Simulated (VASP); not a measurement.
# Si16O (a cell with a defect) in VASP: single point with PBE+D3(BJ)

Aim: the single point of Si16O (a cell with a defect) with PBE+D3(BJ).

All numbers are computed with VASP 6.6.1; they aren't measurements. Logs are shortened: lines on timing, memory, paths and dates and some standing lists are left out, and cuts for length are marked.

### 1 The cell of the first run

The cell holds a defect, 17 atoms: a = 7.679 Å, b = 7.679 Å, c = 7.679 Å, α = 60.00°, β = 60.00°, γ = 60.00°.

### 2 Single point, PBE+D3(BJ), collinear spin, zero start

Input file INCAR:

```
ALGO = Normal
EDIFF = 1E-7
ENCUT = 520
GGA = PE
ISIF = 2
ISMEAR = -1
ISPIN = 2
IVDW = 12
LASPH = T
LCHARG = F
LORBIT = 11
LREAL = Auto
LWAVE = F
MAGMOM = 0 0 0 0 0 0 0 0 0 0 0 0 0 0 0 0 0
NBANDS = 53
NELM = 150
PREC = Accurate
SIGMA = 0.05
```

Input file KPOINTS:

```
k-points
0
Gamma
  2 2 2
```

Input file POSCAR:

```
Si16O
1.0
    0.0000000000      5.4300000000      5.4300000000
    5.4300000000      0.0000000000      5.4300000000
    5.4300000000      5.4300000000      0.0000000000
Si O
16 1
Direct
   -0.0062573665      0.0144332413     -0.0115822284
    0.1295636280      0.1338337937      0.1076302947
   -0.0061063536      0.0296601289      0.4810603131
    0.1218499079      0.1381979742      0.6151279926
   -0.0033437385      0.5072091160     -0.0019424494
    0.1220544199      0.6411115101      0.1092382136
    0.0035772560      0.5087063536      0.4801256906
    0.0867921731      0.6692356354      0.6378608656
    0.5039420810      0.0151639963     -0.0109639963
    0.6194588398      0.1452693370      0.1175884899
    0.4969430939      0.0188510129      0.4922276243
    0.6225771639      0.1449057090      0.6157804788
    0.4973086556      0.5198998158     -0.0094981584
    0.6254164825      0.6418151934      0.1158378453
    0.5010952118      0.5162756906      0.4876025783
    0.6229711786      0.6454785451      0.6172249540
    0.2507581952      0.5170543278      0.4760331492
```

Potentials or basis: VASP PAW PBE potentials, release 64 (Si, O).

The run is started by

```console
> cat potpaw_PBE.64/Si/POTCAR potpaw_PBE.64/O/POTCAR > POTCAR
> mpirun -np 1 vasp_std > vasp.out
```

OUTCAR:

```text
EDIFF = 1E-7
   ENCUT = 520
   GGA = PE
   ISIF = 2
   ISMEAR = -1
   ISPIN = 2
   IVDW = 12
   LASPH = T
   LORBIT = 11
   LREAL = Auto
   NELM = 150
   PREC = Accurate
 IVDW          = 12

 ion  position               nearest neighbor table
   1  0.994  0.014  0.988-   4 2.34   6 2.34  10 2.35   2 2.35
   2  0.130  0.134  0.108-   5 2.34   3 2.35   9 2.35   1 2.35
   3  0.994  0.030  0.481-   8 2.27   4 2.33  12 2.33   2 2.35
   4  0.122  0.138  0.615-   7 2.32   3 2.33   1 2.34  11 2.35
   5  0.997  0.507  0.998-   8 2.28   6 2.32  14 2.33   2 2.34
   6  0.122  0.641  0.109-   5 2.32   7 2.33   1 2.34  13 2.35
   7  0.004  0.509  0.480-  17 1.92   4 2.32   6 2.33  16 2.39   8 2.54
   8  0.087  0.669  0.638-  17 1.71   3 2.27   5 2.28   7 2.54  15 2.60
   9  0.504  0.015  0.989-  12 2.34  14 2.34  10 2.35   2 2.35
  10  0.619  0.145  0.118-   9 2.35   1 2.35  13 2.35  11 2.35
  11  0.497  0.019  0.492-  16 2.34  10 2.35   4 2.35  12 2.35
  12  0.623  0.145  0.616-  15 2.33   3 2.33   9 2.34  11 2.35
  13  0.497  0.520  0.991-  16 2.34  10 2.35  14 2.35   6 2.35
  14  0.625  0.642  0.116-   5 2.33  15 2.33   9 2.34  13 2.35
  15  0.501  0.516  0.488-  17 1.97  12 2.33  14 2.33  16 2.39   8 2.60
  16  0.623  0.645  0.617-  13 2.34  11 2.34  15 2.39   7 2.39
  17  0.251  0.517  0.476-   8 1.71   7 1.92  15 1.97

  LATTYP: Found a face centered cubic cell.
 ALAT       =    10.8600000000

  Lattice vectors:

 A1 = (   0.0000000000,   5.4300000000,   5.4300000000)
 A2 = (   5.4300000000,   0.0000000000,   5.4300000000)
 A3 = (   5.4300000000,   5.4300000000,   0.0000000000)

Analysis of symmetry for initial positions (statically):
=====================================================================
 Subroutine PRICEL returns:
 Original cell was already a primitive cell.

 Routine SETGRP: Setting up the symmetry group for a
 face centered cubic supercell.

 Subroutine GETGRP returns: Found  1 space group operations
 (whereof  1 operations were pure point group operations)
 out of a pool of 48 trial point group operations.

The static configuration has the point symmetry C_1 .

Analysis of symmetry for dynamics (positions and initial velocities):
=====================================================================
 Subroutine PRICEL returns:
 Original cell was already a primitive cell.

 Routine SETGRP: Setting up the symmetry group for a
 face centered cubic supercell.

 Subroutine GETGRP returns: Found  1 space group operations
 (whereof  1 operations were pure point group operations)
 out of a pool of 48 trial point group operations.

The dynamic configuration has the point symmetry C_1 .

Analysis of structural, dynamic, and magnetic symmetry:
=====================================================================
 Subroutine PRICEL returns:
 Original cell was already a primitive cell.

 Routine SETGRP: Setting up the symmetry group for a
 face centered cubic supercell.

 Subroutine GETGRP returns: Found  1 space group operations
 (whereof  1 operations were pure point group operations)
 out of a pool of 48 trial point group operations.

The overall configuration has the point symmetry C_1 .

 Subroutine INISYM returns: Found  1 space group operations
 (whereof  1 operations are pure point group operations),
 and found     1 'primitive' translations

----------------------------------------------------------------------------------------

                                     Primitive cell

  volume of cell :     320.2060

  direct lattice vectors                    reciprocal lattice vectors
     0.000000000  5.430000000  5.430000000    -0.092081031  0.092081031  0.092081031
     5.430000000  0.000000000  5.430000000     0.092081031 -0.092081031  0.092081031
     5.430000000  5.430000000  0.000000000     0.092081031  0.092081031 -0.092081031

  length of vectors
     7.679179644  7.679179644  7.679179644     0.159489025  0.159489025  0.159489025

  position of ions in fractional coordinates (direct lattice)
     0.993742633  0.014433241  0.988417772
     0.129563628  0.133833794  0.107630295
     0.993893646  0.029660129  0.481060313
     0.121849908  0.138197974  0.615127993
     0.996656262  0.507209116  0.998057551
     0.122054420  0.641111510  0.109238214
[... 9 lines left out ...]
     0.622971179  0.645478545  0.617224954
     0.250758195  0.517054328  0.476033149
[... 64 lines left out ...]
   NGXF,Y,Z  is equivalent  to a cutoff of  25.98, 25.98, 25.98 a.u.
 SYSTEM =  unknown system
   PREC   = accura    normal or accurate (medium, high low for compatibility)
   ISTART =      0    job   : 0-new  1-cont  2-samecut
   ICHARG =      2    charge: 1-file 2-atom 10-const
   ISPIN  =      2    spin polarized calculation?
   LNONCOLLINEAR =      F non collinear calculations
   LSORBIT =      F    spin-orbit coupling
   LASPH  =      T    aspherical Exc in radial PAW
   ENCUT  =  520.0 eV  38.22 Ry    6.18 a.u.  14.28 14.28 14.28*2*pi/ulx,y,z
   NELM   =    150;   NELMIN=  2; NELMDL= -5     # of ELM steps
   EDIFF  = 0.1E-06   stopping-criterion for ELM
   LREAL  =      T    real-space projection
   EDIFFG = 0.1E-05   stopping-criterion for IOM
   NSW    =      0    number of steps for IOM
   IBRION =     -1    ionic relax: 0-MD 1-quasi-New 2-CG
   NFREE  =      0    steps in history (QN), initial steepest desc. (CG)
   ISIF   =      2    stress and relaxation
   ISYM   =      2    0-nonsym 1-usesym 2-fastsym
   POTIM  = 0.5000    time-step for ionic-motion
   TEBEG  =    0.0;   TEEND  =   0.0 temperature during run
   PSTRESS=    0.0 pullay stress
   NELECT =      70.0000    total number of electrons
   NUPDOWN=      -1.0000    fix difference up-down
   EMIN   =  10.00;   EMAX   =-10.00  energy-range for DOS
   EFERMI =   0.00;   METHOD = LEGACY
   ISMEAR =    -1;   SIGMA  =   0.05  broadening in eV -4-tet -1-fermi 0-gaus
   EFERMI_NEDOS =   21; number of points for ismear=-14 and -15
   IALGO  =     38    algorithm
   IMIX   =      4    mixing-type and parameters
     AMIX     =   0.40;   BMIX     =  1.00
     AMIX_MAG =   1.60;   BMIX_MAG =  1.00
  volume/ion in A,a.u.               =      18.84       127.11
  Fermi-wavevector in a.u.,A,eV,Ry     =   0.986199  1.863645 13.232857  0.972588
  Thomas-Fermi vector in A             =   2.117562
   LORBIT       =     11    0 simple, 1 ext, 2 COOP (PROOUT), +10 PAW based schemes
   GGA     = PE    functional components
   LHFCALC =     F    Hartree Fock is set to
   AEXX    =    0.0000 exact exchange contribution
   IVDW    =    12    specifies the selected vdW correction
   LEPSILON=     F    determine dielectric tensor
   LRPA    =     F    only Hartree local field effects (RPA)
 spin polarized calculation
  energy-cutoff  :      520.00
  volume of cell :      320.21
 maximum number of plane-waves:      8646
 NGX is ok and might be reduce to    60
   NGX = 29   NGY = 29   NGZ = 29

 number of electron      69.9999997 magnetization       0.0000002

 number of electron      69.9999997 magnetization      -0.0000001

 Free energy of the ion-electron system (eV)
  ---------------------------------------------------
  ext. energy  EPLUGINS =         0.00000000
  ---------------------------------------------------
  free energy    TOTEN  =       -91.26324129 eV

  energy without entropy =      -91.24524212  energy(sigma->0) =      -91.25424171

 E-fermi :   6.3061     XC(G=0):  -9.5406

 val. band max:        6.2853185193   @ k =   0.0000   0.0000   0.0000
 cond. band min:       6.3244706432   @ k =   0.0000   0.0000   0.0000
 fundamental gap:      0.0391521239
 Fermi energy:         6.3061094364

 spin component 1

 k-point     1 :       0.0000    0.0000    0.0000
  band No.  band energies     occupation
      1     -14.7348      1.00000
      2      -5.7912      1.00000
      3      -4.3157      1.00000
      4      -3.8267      1.00000
      5      -3.6968      1.00000
      6      -3.2796      1.00000
[... 389 lines left out ...]
     46      10.1916      0.00000
     47      10.4123      0.00000
 Fermi energy:         6.3061094364

 spin component 2

 k-point     1 :       0.0000    0.0000    0.0000
  band No.  band energies     occupation
      1     -14.7348      1.00000
      2      -5.7912      1.00000
      3      -4.3157      1.00000
      4      -3.8267      1.00000
      5      -3.6968      1.00000
      6      -3.2796      1.00000
[... 389 lines left out ...]
     46      10.1916      0.00000
     47      10.4123      0.00000
 [bands above 47 left out]

------------------------ aborting loop because EDIFF is reached ----------------------------------------

 Edisp (eV)   -5.21657

 E8    (eV) :    -2.1450

  FORCE on cell =-STRESS in cart. coord.  units (eV):
  Direction    XX          YY          ZZ          XY          YZ          ZX
  --------------------------------------------------------------------------------------
  -------------------------------------------------------------------------------------
  Total       4.29865     2.15331     2.12920     0.27462    -1.69015     0.33071
  in kB      21.50866    10.77428    10.65364     1.37406    -8.45679     1.65475
  external pressure =       14.31 kB  Pullay stress =        0.00 kB

 VOLUME and BASIS-vectors are now :
 -----------------------------------------------------------------------------
  energy-cutoff  :      520.00
  volume of cell :      320.21
      direct lattice vectors                 reciprocal lattice vectors
     0.000000000  5.430000000  5.430000000    -0.092081031  0.092081031  0.092081031
     5.430000000  0.000000000  5.430000000     0.092081031 -0.092081031  0.092081031
     5.430000000  5.430000000  0.000000000     0.092081031  0.092081031 -0.092081031

 POSITION                                       TOTAL-FORCE (eV/Angst)
 -----------------------------------------------------------------------------------
      5.44548     10.76313      5.47440         0.002383     -0.000856     -0.001665
      1.31115      1.28796      1.43025         0.007238      0.004418     -0.005493
      2.77321      8.00900      5.55790         0.005242     -0.009505      0.013347
      4.09056      4.00179      1.41206        -0.001057     -0.008480     -0.004443
      8.17360     10.83130      8.16599         0.001024     -0.007127      0.009950
      4.07440      1.25592      4.14399        -0.002123     -0.000609     -0.003397
[... 9 lines left out ...]
      6.85648      6.73427      6.88768        -0.012265      0.027835      0.025069
      5.39247      3.94648      4.16922        -0.092604      0.016329     -0.002044
 -----------------------------------------------------------------------------------
    total drift:                                0.000477      0.003170      0.000385

  FREE ENERGIE OF THE ION-ELECTRON SYSTEM (eV)
  ---------------------------------------------------
  free  energy   TOTEN  =       -96.4798134103 eV

  energy  without entropy=      -96.4618142410  energy(sigma->0) =      -96.47081383

 total charge

# of ion       s       p       d       tot
------------------------------------------
    1        0.739   0.961   0.000   1.700
    2        0.740   0.957   0.000   1.696
    3        0.747   0.975   0.000   1.721
    4        0.745   0.965   0.000   1.710
    5        0.747   0.975   0.000   1.721
    6        0.746   0.963   0.000   1.709
[... 9 lines left out ...]
   16        0.769   0.908   0.000   1.677
   17        1.590   3.499   0.000   5.090
--------------------------------------------------
tot         13.540  18.612   0.000  32.152

 magnetization (x)

# of ion       s       p       d       tot
------------------------------------------
    1        0.000   0.000   0.000   0.000
    2        0.000   0.000   0.000   0.000
    3       -0.000  -0.000   0.000  -0.000
    4        0.000   0.000   0.000   0.000
    5       -0.000   0.000   0.000  -0.000
    6        0.000   0.000   0.000   0.000
[... 9 lines left out ...]
   16       -0.000  -0.000   0.000  -0.000
   17       -0.000   0.000   0.000   0.000
--------------------------------------------------
tot          0.000   0.000   0.000   0.000
```

Wall time 11 min (1 thread of Intel Xeon Platinum 8488C (Sapphire Rapids), shared host); peak memory 0.71 GiB.

What came out:

| Property | Result |
| --- | --- |
| Free energy | -96.4798 eV |
| Pressure | 1.4 GPa |
| Largest force | 0.094 eV/Å |
| Band gap on the k mesh | 0.04 eV |
| Net moment | 0.00 μB per cell |
| Valence electrons inside the program's atomic spheres | Si 1.70, 1.72, 1.71, 1.63, 1.67, 1.62, 1.68 (each value once); O 5.09 |
| Dispersion energy per atom | -0.307 eV |

Forces in eV/Å, atoms in the order of the input:
```
Si   0.002 -0.001 -0.002
Si   0.007  0.004 -0.005
Si   0.005 -0.010  0.013
Si  -0.001 -0.008 -0.004
Si   0.001 -0.007  0.010
Si  -0.002 -0.001 -0.003
Si   0.012 -0.058 -0.049
Si   0.084  0.037  0.003
Si   0.000  0.000  0.000
Si   0.000  0.001  0.000
Si   0.001  0.002  0.005
Si  -0.006  0.000  0.003
Si   0.003  0.003  0.002
Si   0.001 -0.002 -0.004
Si  -0.002 -0.003  0.008
Si  -0.012  0.028  0.025
O   -0.093  0.016 -0.002
```

Levels at points of the mesh, in eV from the valence-band top:
Spin up:
```tsv
k point	band 33	band 34	band 35	band 36	band 37	band 38
(0.00, 0.00, 0.00)	-0.68	-0.39	0.00	0.04	0.35	0.54
(0.50, 0.00, 0.00)	-1.26	-0.90	-0.62	0.85	1.00	1.24
(0.00, 0.50, 0.00)	-1.11	-1.09	-0.22	0.50	1.12	1.21
(0.00, 0.00, 0.50)	-1.11	-1.09	-0.25	0.55	1.14	1.20
(0.50, 0.50, 0.50)	-1.25	-0.90	-0.50	0.88	1.05	1.24
(0.50, 0.50, 0.00)	-1.66	-1.48	-0.56	0.98	1.20	1.22
(0.00, 0.50, 0.50)	-1.65	-1.17	-1.03	0.79	0.84	1.09
(0.50, 0.00, 0.50)	-1.66	-1.49	-0.55	0.98	1.20	1.22
```
Spin down:
```tsv
k point	band 31	band 32	band 33	band 34	band 35	band 36	band 37	band 38	band 39	band 40
(0.00, 0.00, 0.00)	-1.44	-0.85	-0.68	-0.39	0.00	0.04	0.35	0.54	0.67	0.84
(0.50, 0.00, 0.00)	-1.76	-1.31	-1.26	-0.90	-0.62	0.85	1.00	1.24	1.30	1.41
(0.00, 0.50, 0.00)	-1.86	-1.49	-1.11	-1.09	-0.22	0.50	1.12	1.21	1.25	1.54
(0.00, 0.00, 0.50)	-1.86	-1.49	-1.11	-1.09	-0.25	0.55	1.14	1.20	1.26	1.53
(0.50, 0.50, 0.50)	-1.74	-1.35	-1.25	-0.90	-0.50	0.88	1.05	1.24	1.33	1.35
(0.50, 0.50, 0.00)	-1.90	-1.83	-1.66	-1.48	-0.56	0.98	1.20	1.22	2.09	2.14
(0.00, 0.50, 0.50)	-1.81	-1.70	-1.65	-1.17	-1.03	0.79	0.84	1.09	2.03	2.19
(0.50, 0.00, 0.50)	-1.90	-1.83	-1.66	-1.49	-0.55	0.98	1.20	1.22	2.09	2.14
```

Caveat: the k points lie up to 0.50 Å⁻¹ apart.
